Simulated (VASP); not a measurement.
# TiHg (P4/mmm) in VASP: further runs

Runs on TiHg. Level: LDA. Tasks: single point.

Program: VASP 6.6.1. These are calculated values, not measurements. Logs are shortened: lines on timing, memory, paths and dates and some standing lists are left out, and cuts for length are marked.

## (1) The cell of the first run

Symmetry: P4/mmm, No. 123, tetragonal system. The conventional cell has a = 2.948 Å, b = 2.948 Å, c = 3.959 Å, α = 90.00°, β = 90.00°, γ = 90.00°. Within 3.8 Å of Ti (site symmetry 4/mmm) lie 8 Hg at 2.87 Å and 4 Ti at 2.95 Å. Hg (site symmetry 4/mmm) has 8 Ti at 2.87 Å and 4 Hg at 2.95 Å within 3.8 Å.

## (2) Single point, LDA

INCAR

```
SYSTEM = TiHg
ALGO = Normal ; EDIFF = 1E-6
ENCUT = 520 ; ISIF = 2
ISMEAR = -1 ; LASPH = .TRUE.
LCHARG = .FALSE. ; LREAL = .FALSE.
LWAVE = .FALSE. ; NBANDS = 19
NELM = 100 ; PREC = Accurate
SIGMA = 0.05
```

KPOINTS

```
k-points
0
G
  10 10 7
  0 0 0
```

POSCAR

```
TiHg
1.0
    2.9475746011      0.0000000000      0.0000000000
    0.0000000000      2.9475746011      0.0000000000
    0.0000000000      0.0000000000      3.9585074653
Ti Hg
1 1
Direct
    0.5000000000      0.5000000000      0.5000000000
    0.0000000000      0.0000000000      0.0000000000
```

Potentials or basis: VASP PAW LDA potentials, release 64 (Ti_sv, Hg).

Launch:

```bash
cat potpaw_LDA.64/Ti_sv/POTCAR potpaw_LDA.64/Hg/POTCAR > POTCAR
mpirun -np 1 vasp_std > vasp.out
```

OUTCAR:

```text
SYSTEM = TiHg
   EDIFF = 1E-6
   ENCUT = 520
   ISIF = 2
   ISMEAR = -1
   LASPH = .TRUE.
   LREAL = .FALSE.
   NELM = 100
   PREC = Accurate

 ion  position               nearest neighbor table
   1  0.500  0.500  0.500-   2 2.87   2 2.87   2 2.87   2 2.87   2 2.87   2 2.87   2 2.87   2 2.87

   2  0.000  0.000  0.000-   1 2.87   1 2.87   1 2.87   1 2.87   1 2.87   1 2.87   1 2.87   1 2.87

  LATTYP: Found a simple tetragonal cell.
 ALAT       =     2.9475746011
 C/A-ratio  =     1.3429710867

  Lattice vectors:

 A1 = (   2.9475746011,   0.0000000000,   0.0000000000)
 A2 = (   0.0000000000,   2.9475746011,   0.0000000000)
 A3 = (   0.0000000000,   0.0000000000,   3.9585074653)

Analysis of symmetry for initial positions (statically):
=====================================================================
 Subroutine PRICEL returns:
 Original cell was already a primitive cell.

 Routine SETGRP: Setting up the symmetry group for a
 simple tetragonal supercell.

 Subroutine GETGRP returns: Found 16 space group operations
 (whereof 16 operations were pure point group operations)
 out of a pool of 16 trial point group operations.

The static configuration has the point symmetry D_4h.

Analysis of symmetry for dynamics (positions and initial velocities):
=====================================================================
 Subroutine PRICEL returns:
 Original cell was already a primitive cell.

 Routine SETGRP: Setting up the symmetry group for a
 simple tetragonal supercell.

 Subroutine GETGRP returns: Found 16 space group operations
 (whereof 16 operations were pure point group operations)
 out of a pool of 16 trial point group operations.

The dynamic configuration has the point symmetry D_4h.

 Subroutine INISYM returns: Found 16 space group operations
 (whereof 16 operations are pure point group operations),
 and found     1 'primitive' translations

----------------------------------------------------------------------------------------

                                     Primitive cell

  volume of cell :      34.3923

  direct lattice vectors                    reciprocal lattice vectors
     2.947574601  0.000000000  0.000000000     0.339261982  0.000000000  0.000000000
     0.000000000  2.947574601  0.000000000     0.000000000  0.339261982  0.000000000
     0.000000000  0.000000000  3.958507465     0.000000000  0.000000000  0.252620466

  length of vectors
     2.947574601  2.947574601  3.958507465     0.339261982  0.339261982  0.252620466

  position of ions in fractional coordinates (direct lattice)
     0.500000000  0.500000000  0.500000000
     0.000000000  0.000000000  0.000000000

  ion indices of the primitive-cell ions
   primitive index   ion index
                 1           1
                 2           2

----------------------------------------------------------------------------------------

 KPOINTS: k-points

Automatic generation of k-mesh.
 Grid dimensions read from file:
 generate k-points for:   10   10    7

 Generating k-lattice:

  Cartesian coordinates                     Fractional coordinates (reciprocal lattice)
     0.033926198  0.000000000  0.000000000     0.100000000  0.000000000  0.000000000
     0.000000000  0.033926198  0.000000000     0.000000000  0.100000000  0.000000000
     0.000000000  0.000000000  0.036088638     0.000000000  0.000000000  0.142857143

  Length of vectors
     0.033926198  0.033926198  0.036088638

  Shift w.r.t. Gamma in fractional coordinates (k-lattice)
     0.000000000  0.000000000  0.000000000

 Subroutine IBZKPT returns following result:
 ===========================================

 Found     84 irreducible k-points:

 Following reciprocal coordinates:
            Coordinates               Weight
  0.000000  0.000000  0.000000      1.000000
  0.100000  0.000000  0.000000      4.000000
  0.200000  0.000000  0.000000      4.000000
  0.300000  0.000000  0.000000      4.000000
  0.400000  0.000000  0.000000      4.000000
  0.500000  0.000000  0.000000      2.000000
[... 16 lines left out ...]
  0.100000  0.000000  0.142857      8.000000
  0.200000  0.000000  0.142857      8.000000
 [... further k-points ...]
   k-points           NKPTS =     84   k-points in BZ     NKDIM =     84   number of bands    NBANDS=     19
   number of dos      NEDOS =    301   number of ions     NIONS =      2
   total plane-waves  NPLWV =  17280
   dimension x,y,z NGX =    24 NGY =   24 NGZ =   30
   dimension x,y,z NGXF=    48 NGYF=   48 NGZF=   60
   ions per type =               1   1
   NGX,Y,Z   is equivalent  to a cutoff of  13.54, 13.54, 12.60 a.u.
   NGXF,Y,Z  is equivalent  to a cutoff of  27.07, 27.07, 25.20 a.u.
 SYSTEM =  TiHg
   PREC   = accura    normal or accurate (medium, high low for compatibility)
   ISTART =      0    job   : 0-new  1-cont  2-samecut
   ICHARG =      2    charge: 1-file 2-atom 10-const
   ISPIN  =      1    spin polarized calculation?
   LNONCOLLINEAR =      F non collinear calculations
   LSORBIT =      F    spin-orbit coupling
   LASPH  =      T    aspherical Exc in radial PAW
   ENCUT  =  520.0 eV  38.22 Ry    6.18 a.u.   5.48  5.48  7.36*2*pi/ulx,y,z
   NELM   =    100;   NELMIN=  2; NELMDL= -5     # of ELM steps
   EDIFF  = 0.1E-05   stopping-criterion for ELM
   LREAL  =      F    real-space projection
   EDIFFG = 0.1E-04   stopping-criterion for IOM
   NSW    =      0    number of steps for IOM
   IBRION =     -1    ionic relax: 0-MD 1-quasi-New 2-CG
   NFREE  =      0    steps in history (QN), initial steepest desc. (CG)
   ISIF   =      2    stress and relaxation
   ISYM   =      2    0-nonsym 1-usesym 2-fastsym
   POTIM  = 0.5000    time-step for ionic-motion
   TEBEG  =    0.0;   TEEND  =   0.0 temperature during run
   PSTRESS=    0.0 pullay stress
   NELECT =      24.0000    total number of electrons
   NUPDOWN=      -1.0000    fix difference up-down
   EMIN   =  10.00;   EMAX   =-10.00  energy-range for DOS
   EFERMI =   0.00;   METHOD = LEGACY
   ISMEAR =    -1;   SIGMA  =   0.05  broadening in eV -4-tet -1-fermi 0-gaus
   EFERMI_NEDOS =   21; number of points for ismear=-14 and -15
   IALGO  =     38    algorithm
   IMIX   =      4    mixing-type and parameters
     AMIX     =   0.40;   BMIX     =  1.00
     AMIX_MAG =   1.60;   BMIX_MAG =  1.00
  volume/ion in A,a.u.               =      17.20       116.05
  Fermi-wavevector in a.u.,A,eV,Ry     =   1.452083  2.744040 28.688512  2.108546
  Thomas-Fermi vector in A             =   2.569506
   LORBIT       =      0    0 simple, 1 ext, 2 COOP (PROOUT), +10 PAW based schemes
   GGA     = CA    functional components
   LHFCALC =     F    Hartree Fock is set to
   AEXX    =    0.0000 exact exchange contribution
   IVDW    =     0    specifies the selected vdW correction
   LEPSILON=     F    determine dielectric tensor
   LRPA    =     F    only Hartree local field effects (RPA)
 non-spin polarized calculation
  energy-cutoff  :      520.00
  volume of cell :       34.39
 maximum number of plane-waves:       959
 NGX is ok and might be reduce to    24
   NGX = 11   NGY = 11   NGZ = 15

 number of electron      23.9999995 magnetization

 Free energy of the ion-electron system (eV)
  ---------------------------------------------------
  ext. energy  EPLUGINS =         0.00000000
  ---------------------------------------------------
  free energy    TOTEN  =        -9.84351949 eV

  energy without entropy =       -9.81928923  energy(sigma->0) =       -9.83140436

 E-fermi :   6.8816     XC(G=0): -12.4003

 val. band max:        6.8786654562   @ k =   0.4000   0.1000   0.2857
 cond. band min:       6.9034119208   @ k =   0.2000   0.0000   0.0000
 fundamental gap:      0.0247464646
 Fermi energy:         6.8816352265

 k-point     1 :       0.0000    0.0000    0.0000
  band No.  band energies     occupation
      1     -49.3666      2.00000
      2     -26.1586      2.00000
      3     -25.7771      2.00000
      4     -25.7771      2.00000
      5      -2.9629      2.00000
      6      -2.0758      2.00000
[... 11 lines left out ...]
     18      15.8956      0.00000
     19      15.8956      0.00000

 k-point     2 :       0.1000    0.0000    0.0000
  band No.  band energies     occupation
      1     -49.3630      2.00000
      2     -26.1555      2.00000
      3     -25.8099      2.00000
      4     -25.7744      2.00000
      5      -2.7508      2.00000
      6      -1.9666      2.00000
[... 11 lines left out ...]
     18      15.5310      0.00000
     19      16.3207      0.00000

 k-point     3 :       0.2000    0.0000    0.0000
  band No.  band energies     occupation
      1     -49.3536      2.00000
      2     -26.1474      2.00000
      3     -25.8952      2.00000
      4     -25.7674      2.00000
      5      -2.3018      2.00000
      6      -1.4942      2.00000
[... 11 lines left out ...]
     18      15.3292      0.00000
     19      17.4668      0.00000

 k-point     4 :       0.3000    0.0000    0.0000
  band No.  band energies     occupation
      1     -49.3420      2.00000
      2     -26.1374      2.00000
      3     -25.9993      2.00000
      4     -25.7587      2.00000
      5      -2.0016      2.00000
      6      -1.0014      2.00000
[... 11 lines left out ...]
     18      15.2225      0.00000
     19      19.1013      0.00000

 k-point     5 :       0.4000    0.0000    0.0000
  band No.  band energies     occupation
      1     -49.3325      2.00000
      2     -26.1292      2.00000
      3     -26.0824      2.00000
      4     -25.7516      2.00000
      5      -1.8373      2.00000
      6      -1.1756      2.00000
[... 11 lines left out ...]
     18      15.2806      0.00000
     19      18.7594      0.00000
[... 334 lines left out ...]
      2     -26.0858      2.00000
      3     -26.0641      2.00000
      4     -26.0641      2.00000
      5      -2.1335      2.00000
      6      -1.4128      2.00000
[... 11 lines left out ...]
     18      15.4436      0.00000
     19      15.6669      0.00000

 k-point    22 :       0.0000    0.0000    0.1429
  band No.  band energies     occupation
      1     -49.3663      2.00000
      2     -26.1638      2.00000
      3     -25.7773      2.00000
      4     -25.7773      2.00000
      5      -2.8182      2.00000
      6      -2.0600      2.00000
[... 11 lines left out ...]
     18      16.3994      0.00000
     19      16.3994      0.00000

 k-point    23 :       0.1000    0.0000    0.1429
  band No.  band energies     occupation
      1     -49.3628      2.00000
      2     -26.1604      2.00000
      3     -25.8099      2.00000
      4     -25.7745      2.00000
      5      -2.6178      2.00000
      6      -1.9486      2.00000
[... 11 lines left out ...]
     18      16.6292      0.00000
     19      16.7763      0.00000

 k-point    24 :       0.2000    0.0000    0.1429
  band No.  band energies     occupation
      1     -49.3534      2.00000
      2     -26.1515      2.00000
      3     -25.8948      2.00000
      4     -25.7674      2.00000
      5      -2.2377      2.00000
      6      -1.4437      2.00000
[... 11 lines left out ...]
     18      16.7591      0.00000
     19      17.8129      0.00000

 [... further k-points ...]

------------------------ aborting loop because EDIFF is reached ----------------------------------------

  FORCE on cell =-STRESS in cart. coord.  units (eV):
  Direction    XX          YY          ZZ          XY          YZ          ZX
  --------------------------------------------------------------------------------------
  -------------------------------------------------------------------------------------
  Total        0.2616807      0.2616807      0.6721007      0.0000000     -0.0000000      0.0000000
  in kB       12.1904918     12.1904918     31.3100570      0.0000000     -0.0000000      0.0000000
  external PRESSURE =      18.5636802 kB  Pullay stress =       0.0000000 kB

 VOLUME and BASIS-vectors are now :
 -----------------------------------------------------------------------------
  energy-cutoff  :      520.00
  volume of cell :       34.39
      direct lattice vectors                 reciprocal lattice vectors
     2.947574601  0.000000000  0.000000000     0.339261982  0.000000000  0.000000000
     0.000000000  2.947574601  0.000000000     0.000000000  0.339261982  0.000000000
     0.000000000  0.000000000  3.958507465     0.000000000  0.000000000  0.252620466

 POSITION                                       TOTAL-FORCE (eV/Angst)
 -----------------------------------------------------------------------------------
      1.47379      1.47379      1.97925         0.000000      0.000000      0.000000
      0.00000      0.00000      0.00000         0.000000      0.000000      0.000000
 -----------------------------------------------------------------------------------
    total drift:                                0.000000      0.000000     -0.000000

  FREE ENERGIE OF THE ION-ELECTRON SYSTEM (eV)
  ---------------------------------------------------
  free  energy   TOTEN  =        -9.8435194934 eV

  energy  without entropy=       -9.8192892291  energy(sigma->0) =       -9.83140436
```

It took 64 s on 1 thread of AMD EPYC 7R13, shared host; peak memory 0.15 GiB.

What came out:

- Free energy: -9.8435 eV
- Pressure: 1.9 GPa
- Band gap on the k mesh: zero (band 12 reaches 7.48 eV, above the bottom of band 13 at 6.39 eV)

Caveat: spin-orbit coupling is left out, which moves the levels of the heavy elements.

## (3) Single point, LDA

This run uses another cell than the first one, of 17.56 Å³/atom, 1.021 times its volume.

INCAR

```
SYSTEM = TiHg
PREC = Accurate ; ENCUT = 520
EDIFF = 1E-7 ; ISMEAR = -1
SIGMA = 0.05 ; LREAL = .FALSE.
LASPH = .TRUE. ; NELM = 60
ALGO = Normal ; ISIF = 2
LWAVE = .FALSE. ; LCHARG = .FALSE.
NBANDS = 19
```

KPOINTS

```
regular mesh
0
G
  10 10 7
  0 0 0
```

POSCAR

```
TiHg
1.0
    2.9683328527      0.0000000000      0.0000000000
    0.0000000000      2.9683328527      0.0000000000
    0.0000000000      0.0000000000      3.9863851969
Ti Hg
1 1
Direct
    0.5000000000      0.5000000000      0.5000000000
    0.0000000000      0.0000000000      0.0000000000
```

Potentials or basis: VASP PAW LDA potentials, release 64 (Ti_sv, Hg).

Launch:

```bash
cat potpaw_LDA.64/Ti_sv/POTCAR potpaw_LDA.64/Hg/POTCAR > POTCAR
mpirun -np 1 vasp_std > vasp.out
```

Wall time 80 s (1 thread of AMD EPYC 7R13, shared host); peak memory 0.15 GiB.

The run converged. Its results:

```yaml
Free_energy: -9.8457 eV
Pressure: -1.0 GPa
Band_gap_on_the_k_mesh: zero (band 12 reaches 7.23 eV, above the bottom of band 13 at 6.19 eV)
```

Stress tensor (GPa, compression positive):
```
-1.58  0.00  0.00
 0.00 -1.58  0.00
 0.00  0.00  0.02
```

Levels at points of the mesh, in eV from the Fermi level:
| k point | band 9 | band 10 | band 11 | band 12 | band 13 | band 14 | band 15 | band 16 |
| --- | --- | --- | --- | --- | --- | --- | --- | --- |
| (0.00, 0.00, 0.00) | -7.13 | -6.61 | -0.47 | -0.28 | 1.31 | 2.06 | 2.06 | 2.59 |
| (0.50, 0.00, 0.00) | -6.92 | -3.91 | -3.46 | -1.13 | -0.46 | 1.19 | 1.83 | 3.78 |
| (0.50, 0.50, 0.00) | -5.83 | -2.14 | 0.29 | 0.29 | 1.28 | 1.28 | 1.48 | 3.37 |

Caveat: spin-orbit coupling is left out, which moves the levels of the heavy elements.

[end of part 1 of 2]
